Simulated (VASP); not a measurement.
# Si (a cell with a defect) in VASP: notebook, part 2 of 2

VASP 6.6.1. The steps go on from the part before.

### 3 Single point, PBE+D3(BJ), collinear spin

Input file INCAR:

```
SYSTEM = Si
  ALGO = Normal
  EDIFF = 1E-6
  ENCUT = 400
  GGA = PE
  GGA_COMPAT = .FALSE.
  ISIF = 2
  ISMEAR = 0
  ISPIN = 2
  IVDW = 12
  LASPH = .TRUE.
  LCHARG = .FALSE.
  LORBIT = 11
  LREAL = Auto
  LWAVE = .FALSE.
  MAGMOM = 0 0 0 0 0 0 0 0 0 0 0 0 0 0 0 0 0 0 0 0 0 0 0 0 0 0 0 0 0 0 0 0 0 0 0 0 0 0 0 0.16 0 0 0 0 0 0 0 0 0 0 0 0 0 0.16 0 0 0 0.16 0.16 0 0 0 0
  NBANDS = 167
  NELECT = 253.0
  NELM = 200
  PREC = Accurate
  SIGMA = 0.05
```

Input file KPOINTS:

```
k-points
0
G
  1 1 1
  0 0 0
```

Input file POSCAR:

```
Si
1.0
   10.8600000000      0.0000000000      0.0000000000
    0.0000000000     10.8600000000      0.0000000000
    0.0000000000      0.0000000000     10.8600000000
Si
63
Direct
    0.5012222836     -0.0017362799      0.0015137201
    0.6244802026      0.1263194291      0.1263605893
    0.7531476980      0.2469735727     -0.0006316759
    0.8766162983      0.3743593923      0.1232467772
    0.7492115101      0.0005998158      0.2501139963
    0.8714923573      0.1260484346      0.3769975138
    0.0006406998     -0.0024662983     -0.0012485267
    0.1210373849      0.1256762431      0.1260709945
    0.2494358195      0.2480814917      0.0014542357
    0.3750759669      0.3748393186      0.1249864641
    0.5044112339      0.5009658379      0.0044745856
    0.6260465930      0.6296444751      0.1279725599
    0.7528638122      0.7503305709     -0.0015043278
    0.8753837937      0.8748741252      0.1255143646
    0.2477520258     -0.0023872007      0.2456978821
    0.3719478821      0.1237305709      0.3732762431
    0.4984266114      0.2512546961      0.2520364641
    0.6169977901      0.3790723757      0.3807096685
    0.7481413444      0.5004114180      0.2506377532
    0.8768004604      0.6225473297      0.3739958564
    0.4971486188      0.0033396869      0.5022059853
    0.6108446593      0.1390588398      0.6280488950
    0.7454443831      0.2535475138      0.5018904236
    0.8751371087      0.3752142726      0.6255832413
    0.7437636280      0.0064025783      0.7472270718
    0.8764220074      0.1226266114      0.8725261510
    0.0063944751      0.4972988950     -0.0074604052
    0.1260548803      0.6238522099      0.1211704420
    0.2531908840      0.7401674033     -0.0108476059
    0.3736589319      0.8697976059      0.1205261510
   -0.0026662983      0.2511215470      0.2523469613
    0.1258895948      0.3743458564      0.3751613260
    0.2496444751      0.5000062615      0.2489475138
    0.3742772560      0.6245721915      0.3746256906
    0.4987186004      0.7526248619      0.2521162983
    0.6239557090      0.8779578269      0.3769979742
   -0.0012670350      0.0006577348      0.4994802947
    0.1262079190      0.1259429098      0.6237584715
    0.2515830571      0.2520424494      0.4996783610
    0.3022324125      0.4574259669      0.7235919890
    0.4868041436      0.5012554328      0.5117747698
    0.6248065378      0.6260982505      0.6251851750
    0.7510339779      0.7498418969      0.4970737569
    0.8733102210      0.8756546961      0.6246400552
    0.2504867403      0.0002929098      0.7496825967
    0.3747360958      0.1224251381      0.8777370166
    0.4784920810      0.2720851750      0.7588670350
    0.6274526703      0.3756747698      0.8789872007
    0.7495333333      0.4999288214      0.7500569982
    0.8774931860      0.6232518416      0.8728071823
    0.0007395028      0.7490534991      0.2485138122
    0.1241045120      0.8753811234      0.3740354512
    0.0017105893      0.4996963168      0.5010761510
    0.1368316759      0.6145644567      0.6259965009
    0.2490532228      0.7506108656      0.4991430018
    0.3748599448      0.8741792818      0.6257153775
    0.0017493554      0.2502266114      0.7492450276
    0.1396088398      0.3727848066      0.8624412523
    0.3829009208      0.6105335175      0.8640506446
    0.5023941068      0.7511091160      0.7510170350
    0.6269383057      0.8770045120      0.8750524862
    0.0029793738      0.7468753223      0.7474687845
    0.1265647330      0.8722028545      0.8725548803
```

Potentials or basis: VASP PAW PBE potentials, release 64 (Si).

Command:

```bash
$ cat potpaw_PBE.64/Si/POTCAR > POTCAR
$ mpirun -np 1 vasp_gam > vasp.out
```

Wall time 6.8 min (1 thread of Intel Xeon Platinum 8375C at 2.90GHz (Ice Lake), shared host); peak memory 1 GiB.

It converged, with:

* Free energy: -345.5566 eV
* Largest force: 0.347 eV/Å
* Net moment: 0.99 μB per cell
* Site moments: Si +0.00, +0.01, -0.00, +0.14, +0.05, +0.02 (each value once) μB
* Valence electrons inside the program's atomic spheres: Si 1.70, 1.68, 1.71, 1.69, 1.67, 1.66, 1.52, 1.64, 1.62, 1.65 (each value once)
* Dispersion energy per atom: -0.316 eV

Forces on the atoms (eV/Å):
```
Si   0.016  0.005  0.006
Si   0.017 -0.001 -0.010
Si  -0.006 -0.003  0.017
Si   0.018  0.025 -0.017
Si   0.000 -0.006  0.004
Si  -0.003  0.008 -0.005
Si  -0.002  0.003  0.009
Si   0.015 -0.001 -0.004
Si  -0.026 -0.008  0.015
Si   0.003 -0.003 -0.009
Si   0.005  0.003  0.007
Si   0.021  0.001 -0.009
Si   0.003 -0.002  0.012
Si   0.005  0.008 -0.002
Si  -0.012 -0.009  0.005
Si   0.026 -0.013 -0.037
Si   0.008 -0.007 -0.011
Si   0.014  0.017 -0.029
Si   0.003 -0.022 -0.003
Si  -0.006  0.013 -0.003
Si   0.010 -0.009 -0.004
Si   0.015 -0.006 -0.019
Si   0.000  0.004  0.003
Si   0.007 -0.004  0.000
Si   0.007 -0.010  0.003
Si   0.003  0.015 -0.014
Si   0.017 -0.005 -0.003
Si   0.002  0.006  0.005
Si  -0.019  0.039  0.047
Si   0.025  0.021  0.013
Si  -0.001 -0.028 -0.006
Si  -0.014  0.010 -0.028
Si   0.001  0.002 -0.011
Si   0.021  0.000 -0.021
Si   0.009 -0.013 -0.007
Si   0.005 -0.009 -0.006
Si   0.017  0.009  0.005
Si   0.014  0.004  0.013
Si  -0.007 -0.028 -0.037
Si  -0.260  0.145  0.179
Si   0.019 -0.037 -0.020
Si   0.003 -0.019 -0.019
Si  -0.005 -0.006  0.029
Si   0.030 -0.001 -0.007
Si  -0.003 -0.011 -0.003
Si  -0.013 -0.001 -0.001
Si  -0.004 -0.034  0.007
Si  -0.020  0.014 -0.019
Si  -0.006 -0.002 -0.013
Si  -0.003  0.000 -0.007
Si  -0.008 -0.008  0.002
Si  -0.004 -0.013  0.002
Si  -0.003 -0.015 -0.012
Si   0.004 -0.002 -0.038
Si   0.025 -0.019  0.004
Si   0.007  0.001 -0.006
Si  -0.002 -0.005  0.006
Si   0.025 -0.003  0.008
Si   0.000  0.072  0.063
Si  -0.006 -0.018 -0.024
Si   0.003 -0.020 -0.014
Si   0.019 -0.029  0.014
Si  -0.007  0.004  0.000
```

Levels at points of the mesh, in eV from the Fermi level:
Spin up:
```csv
k point,band 123,band 124,band 125,band 126,band 127,band 128,band 129,band 130,band 131,band 132
"(0.00, 0.00, 0.00)",-0.97,-0.92,-0.76,-0.18,-0.08,0.09,0.17,0.18,0.21,0.26
```
Spin down:
```tsv
k point	band 124	band 125	band 126	band 127	band 128	band 129
(0.00, 0.00, 0.00)	-0.83	-0.74	-0.08	0.08	0.12	0.18
```

Caveat: the k points lie up to 0.58 Å⁻¹ apart; the cell carries a net charge on a neutralising background, which shifts energy and pressure; the cell is charged against a uniform background, so pressure and absolute levels hang on convention.

### 4 Single point, PBE+D3(BJ), collinear spin

Input file INCAR:

```
PREC = Accurate
ENCUT = 400
EDIFF = 1E-6
ISMEAR = 0
SIGMA = 0.05
LREAL = Auto
LASPH = T
NELM = 200
ALGO = Normal
ISIF = 2
LWAVE = F
LCHARG = T
ISPIN = 2
MAGMOM = 0 0 0 0 0 0 0 0 0 0 0 0 0 0 0 0 0 0 0 0 0 0 0 0 0 0 0 0 0 0 0 0 0 0 0 0 0 0 0 0.16 0 0 0 0 0 0 0 0 0 0 0 0 0 0.16 0 0 0 0.16 0.16 0 0 0 0
LORBIT = 11
GGA = PE
IVDW = 12
LELF = T
LVHAR = T
NELECT = 253.0
NBANDS = 167
GGA_COMPAT = F
```

Input file KPOINTS:

```
Automatic mesh
0
Gamma
  1 1 1
```

Input file POSCAR:

```
Si
1.0
   10.8600000000      0.0000000000      0.0000000000
    0.0000000000     10.8600000000      0.0000000000
    0.0000000000      0.0000000000     10.8600000000
Si
63
Direct
    0.5007078269     -0.0007249540      0.0001686004
    0.6242577348      0.1262127993      0.1255667587
    0.7515172192      0.2483079190     -0.0009428177
    0.8763058011      0.3752256906      0.1228383057
    0.7494679558      0.0005152855      0.2501804788
    0.8724637201      0.1259931860      0.3770111418
    0.0006438306     -0.0014940147     -0.0006243094
    0.1223915285      0.1257923573      0.1263324125
    0.2494325046      0.2490600368      0.0012263352
    0.3749827808      0.3750047882      0.1251379374
    0.5021622468      0.5005607735      0.0023898711
    0.6251958564      0.6278279926      0.1272609576
    0.7516340700      0.7498001842     -0.0005603131
    0.8750061694      0.8751687845      0.1251718232
    0.2490222836     -0.0016443831      0.2475688766
    0.3736810313      0.1244940147      0.3743620626
    0.4990031308      0.2512812155      0.2514515654
    0.6212427256      0.3776354512      0.3781930939
    0.7498290055      0.4997937385      0.2500218232
    0.8763116943      0.6234412523      0.3750034070
    0.4985728361      0.0023678637      0.5018532228
    0.6149602210      0.1350051565      0.6281879374
    0.7466780847      0.2522139963      0.5018471455
    0.8752145488      0.3751906998      0.6253542357
    0.7462399632      0.0041298343      0.7474128913
    0.8759589319      0.1238495396      0.8732936464
    0.0049406077      0.4977773481     -0.0049016575
    0.1254510129      0.6244931860      0.1229014733
    0.2524135359      0.7435662063     -0.0060868324
    0.3741616943      0.8719496317      0.1217833333
   -0.0019271639      0.2511607735      0.2523335175
    0.1268805709      0.3748227440      0.3762168508
    0.2499875691      0.5001684162      0.2496951197
    0.3745761510      0.6238261510      0.3763197974
    0.4988177716      0.7517556169      0.2521925414
    0.6246481584      0.8767281768      0.3769213628
   -0.0003606814      0.0006549724      0.4998155617
    0.1264271639      0.1264139042      0.6242968692
    0.2529554328      0.2516808471      0.5010724678
    0.2756049724      0.4773570902      0.7300858195
    0.4918648250      0.4972290055      0.5070729282
    0.6233276243      0.6243523941      0.6246979742
    0.7501120626      0.7489007366      0.4989859116
    0.8739508287      0.8752811234      0.6244798343
    0.2504185083      0.0002522099      0.7499885820
    0.3745284530      0.1253057090      0.8758883978
    0.4854795580      0.2644511050      0.7520313076
    0.6249232044      0.3752921731      0.8762200737
    0.7494464088      0.4998437385      0.7500357274
    0.8767346225      0.6236679558      0.8739797422
    0.0001638122      0.7497839779      0.2494137201
    0.1250116943      0.8749124309      0.3750752302
    0.0020625230      0.4999075506      0.5015001842
    0.1331865562      0.6179372928      0.6272108656
    0.2495528545      0.7494020258      0.5005244015
    0.3749449355      0.8746355433      0.6253119705
    0.0014622468      0.2507278085      0.7497961326
    0.1349956722      0.3741745856      0.8674353591
    0.3784350829      0.6157250460      0.8678440147
    0.5007630755      0.7503708103      0.7505210866
    0.6264010129      0.8759755064      0.8746982505
    0.0019407919      0.7479857274      0.7486167587
    0.1265086556      0.8729579190      0.8740045120
```

Command:

```bash
$ cat potpaw_PBE.64/Si/POTCAR > POTCAR
$ mpirun -np 1 vasp_gam > vasp.out
```

Wall time 7.9 min (1 thread of Intel Xeon Platinum 8375C at 2.90GHz (Ice Lake), shared host); peak memory 1 GiB.

The run converged. Its results:

| Item | Value |
| --- | --- |
| Free energy | -345.6774 eV |
| Largest force | 0.276 eV/Å |
| Net moment | 2.98 μB per cell |
| Site moments | Si +0.02, +0.01, +0.00, -0.00, +0.16, +0.12, +0.14, +0.03 (each value once) μB |
| Valence electrons inside the program's atomic spheres | Si 1.70, 1.69, 1.68, 1.66, 1.61, 1.65, 1.64, 1.67 (each value once) |
| Dispersion energy per atom | -0.317 eV |

Forces in eV/Å, atoms in the order of the input:
```
Si   0.003  0.011 -0.012
Si   0.005 -0.006 -0.008
Si  -0.012  0.006 -0.001
Si   0.000  0.009 -0.007
Si   0.005 -0.005 -0.005
Si   0.009 -0.006 -0.005
Si   0.001  0.006  0.003
Si   0.013 -0.008  0.002
Si   0.002  0.002  0.002
Si   0.002  0.003 -0.004
Si  -0.014 -0.002 -0.017
Si  -0.001 -0.021 -0.006
Si  -0.007 -0.004  0.010
Si   0.000  0.004 -0.005
Si   0.018  0.001  0.013
Si   0.016  0.002  0.004
Si   0.008 -0.011 -0.010
Si   0.031 -0.010 -0.025
Si   0.020 -0.005 -0.007
Si  -0.004  0.010  0.007
Si   0.016 -0.011 -0.013
Si   0.042 -0.042 -0.002
Si   0.014 -0.019 -0.003
Si   0.001  0.000 -0.007
Si   0.027 -0.023  0.004
Si  -0.003  0.009  0.006
Si  -0.011  0.004  0.018
Si  -0.001  0.003  0.015
Si  -0.006  0.029  0.038
Si   0.004  0.018  0.006
Si   0.006 -0.007 -0.008
Si   0.003  0.003  0.000
Si   0.004 -0.002  0.000
Si   0.002 -0.008  0.011
Si   0.006 -0.008 -0.003
Si   0.008 -0.012 -0.004
Si   0.012 -0.002 -0.003
Si   0.001 -0.006  0.004
Si   0.014  0.002  0.014
Si  -0.218  0.160  0.055
Si   0.059 -0.025 -0.053
Si  -0.006 -0.020 -0.004
Si  -0.005 -0.006  0.011
Si   0.012 -0.004 -0.006
Si   0.001 -0.006  0.000
Si  -0.003  0.016 -0.013
Si   0.062 -0.068 -0.063
Si  -0.019 -0.001 -0.026
Si   0.003 -0.003 -0.004
Si  -0.008  0.005  0.012
Si  -0.004  0.001  0.001
Si   0.001 -0.006  0.002
Si   0.004 -0.003 -0.003
Si  -0.028  0.027 -0.001
Si   0.011 -0.013  0.009
Si   0.003  0.005 -0.007
Si  -0.005 -0.004  0.002
Si  -0.037  0.011  0.040
Si  -0.032  0.046  0.036
Si  -0.014 -0.010 -0.008
Si  -0.003 -0.014 -0.007
Si  -0.005  0.003  0.010
Si  -0.002  0.007  0.010
```

Levels at points of the mesh, in eV from the Fermi level:
Spin up:
```csv
k point,band 124,band 125,band 126,band 127,band 128,band 129,band 130,band 131,band 132,band 133
"(0.00, 0.00, 0.00)",-0.96,-0.90,-0.20,-0.17,-0.07,0.08,0.11,0.13,0.16,0.18
```
Spin down:
```
           k point  band 122  band 123  band 124  band 125  band 126  band 127  band 128  band 129
(0.00, 0.00, 0.00)     -1.67     -0.84     -0.83     -0.82      0.09      0.10      0.11      0.14
```

Caveat: the k points lie up to 0.58 Å⁻¹ apart; the cell carries a net charge on a neutralising background, which shifts energy and pressure; the cell is charged against a uniform background, so pressure and absolute levels hang on convention.
